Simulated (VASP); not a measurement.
Write the native input for VASP 6.6.1 that does the following.

```yaml
Task: single point
Functional: PBEsol
Potentials_or_basis: VASP PAW PBE potentials, release 64 (Al, Au)
Cutoff: 520 eV
k_mesh: 12 × 12 × 4
Occupations: gaussian, width 0.1 eV
Spin: no spin polarisation
Dipole_correction: no
Further_INCAR_settings: ALGO = Fast; EDIFF = 1e-06; NBANDS = 32
```

The structure of AlAu4 lies in POSCAR:

```
AlAu4
1.0
    2.4689418016     -1.6940420651      0.0168275221
    2.4689418016      1.6940420651      0.0168275221
   -0.9093598834      0.0000000000     10.7398796374
Al Au
1 4
Direct
    0.0055616700      0.0055616700     -0.0093908677
    0.6145433063      0.6145433063      0.8213290317
    0.1949355673      0.1949355673      0.6100733451
    0.7947107627      0.7947107627      0.3958047145
    0.3902486937      0.3902486937      0.1821837764
```

This cell differs from its parent crystal: strained and its atoms moved.

The input as run:

INCAR

```
SYSTEM = AlAu4
PREC     = Accurate       ! precision mode
ENCUT    = 520            ! plane-wave cutoff, eV
EDIFF    = 1E-6           ! SCF threshold, eV
ISMEAR   = 0              ! smearing method
SIGMA    = 0.1            ! smearing width, eV
LREAL    = .False.        ! projectors in reciprocal space
LASPH    = .True.         ! aspherical terms in the spheres
NELM     = 100            ! most SCF steps
ALGO     = Fast           ! electronic algorithm
ISIF     = 2              ! what is computed and relaxed
LWAVE    = .False.        ! write WAVECAR
LCHARG   = .True.         ! write CHGCAR
GGA      = PS             ! functional
LELF     = .True.         ! ELF
LVHAR    = .True.       
NBANDS   = 32             ! bands
```

KPOINTS

```
regular mesh
0
Gamma
  12 12 4
  0 0 0
```

Potentials or basis: VASP PAW PBE potentials, release 64 (Al, Au).

The run is started by

```console
$ cat potpaw_PBE.64/Al/POTCAR potpaw_PBE.64/Au/POTCAR > POTCAR
$ mpirun -np 1 vasp_std > vasp.out
```

Results of the run:

```json
{
 "Pressure": "-7.5 GPa",
 "Largest force": "0.906 eV/Å"
}
```

Caveat: the cell differs from its parent crystal (strained and its atoms moved); the PAW data sets were made with another functional, which shifts forces and pressure a little.

Wall time 6.8 min on 1 thread of Intel Xeon 6975P-C, with other jobs on the host, peak memory 0.48 GiB.
